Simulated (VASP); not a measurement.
Write the native input for VASP 6.6.1 that does the following.

| Item | Value |
| --- | --- |
| Task | single point |
| Functional | PBE |
| Potentials or basis | VASP PAW PBE potentials, release 64 (P) |
| Cutoff | 520 eV |
| k mesh | 10 × 10 × 10 |
| Occupations | gaussian, width 0.1 eV |
| Spin | no spin polarisation |
| Dipole correction | no |
| Further INCAR settings | ALGO = Normal; EDIFF = 1e-06; NBANDS = 20 |

The structure of P lies in POSCAR:

```
P
1.0
    2.4717099315     -4.7779794574     -0.0079380582
    2.4717099315      4.7779794574     -0.0079380582
   -1.5370719109      0.0000000000      4.3136575286
P
5
Direct
    0.8813187730      0.6885741261      0.8084692670
    0.3114258739      0.1186812270      0.1915307330
    0.1122035889      0.3087309095      0.4707405795
    0.6912690905      0.8877964111      0.5292594205
    0.4686505858      0.5313494142      0.0000000000
```

The cell was built from a structure type or drawn by symmetry, and may not be a known phase.

These files were run (other wordings do the same):

INCAR

```
SYSTEM = P
PREC = Accurate
ENCUT = 520
EDIFF = 1E-6
ISMEAR = 0
SIGMA = 0.1
LREAL = .False.
LASPH = .True.
NELM = 100
ALGO = Normal
ISIF = 2
LWAVE = .False.
LCHARG = .False.
GGA = PE
NBANDS = 20
```

KPOINTS

```
regular mesh
0
Gamma
  10 10 10
  0 0 0
```

Potentials or basis: VASP PAW PBE potentials, release 64 (P).

The run is started by

```bash
$ cat potpaw_PBE.64/P/POTCAR > POTCAR
$ mpirun -np 1 vasp_std > vasp.out
```

It gave:

* Pressure: -0.3 GPa
* Largest force: 0.056 eV/Å
* Band gap on the k mesh: zero (an odd number of electrons rules out a gap without spin polarisation)

Run time: 3.2 min on 1 thread of Intel(R) Xeon(R) 6975P-C (Granite Rapids), on a shared host, peak memory 0.5 GiB.
